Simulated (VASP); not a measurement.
RuPt2:

```xyz
3
Lattice="0.0000 2.7627 2.7627 2.7627 0.0000 2.7627 2.7627 2.7627 0.0000" Properties=species:S:1:pos:R:3 pbc="T T T"
Ru    0.0000    0.0000    0.0000
Pt    1.3814    1.3814    1.3814
Pt    2.7627    2.7627    2.7627
```

* Program: VASP 6.6.1
* Task: relaxation of cell and atoms
* Functional: PBE
* Potentials or basis: VASP PAW PBE potentials, release 64 (Ru_pv, Pt)
* Cutoff: 600 eV
* k mesh: 6 × 6 × 6
* Occupations: gaussian, width 0.1 eV
* Spin: no spin polarisation

At the start: pressure 87.8 GPa; volume 14.06 Å³/atom.

Q: How do energy, volume and symmetry change on relaxing?

A: Over 7 steps the energy falls by 808.3 meV/atom and the volume is 17.81 Å³/atom (+26.7 %); space group F-43m (No. 216, to 0.05 Å).

The path:
| step | energy change (eV) | largest force (eV/Å) | pressure (GPa) | volume (Å³) |
| --- | --- | --- | --- | --- |
| 1 | 0.0000 | 0.0000 | 87.80 | 42.17 |
| 2 | 5.4690 | 0.0000 | -20.29 | 108.84 |
| 3 | 0.9300 | 0.0000 | -27.49 | 79.02 |
| 4 | -1.5823 | 0.0000 | -21.99 | 63.59 |
| 5 | -2.4052 | 0.0000 | 5.12 | 52.15 |
| 6 | -2.4221 | 0.0000 | -1.74 | 53.89 |
| 7 | -2.4248 | 0.0000 | -0.08 | 53.43 |

Final structure:
```yaml
crystal:
  lattice:
    - [0.00000, 2.98948, 2.98948]
    - [2.98948, 0.00000, 2.98948]
    - [2.98948, 2.98948, 0.00000]
  atoms:
    - { symbol: Ru, position: [0.00000, 0.00000, 0.00000] }
    - { symbol: Pt, position: [0.25000, 0.25000, 0.25000] }
    - { symbol: Pt, position: [0.50000, 0.50000, 0.50000] }
```

Caveat: the volume moved by over 15 % at a fixed basis, so the end points are rough.
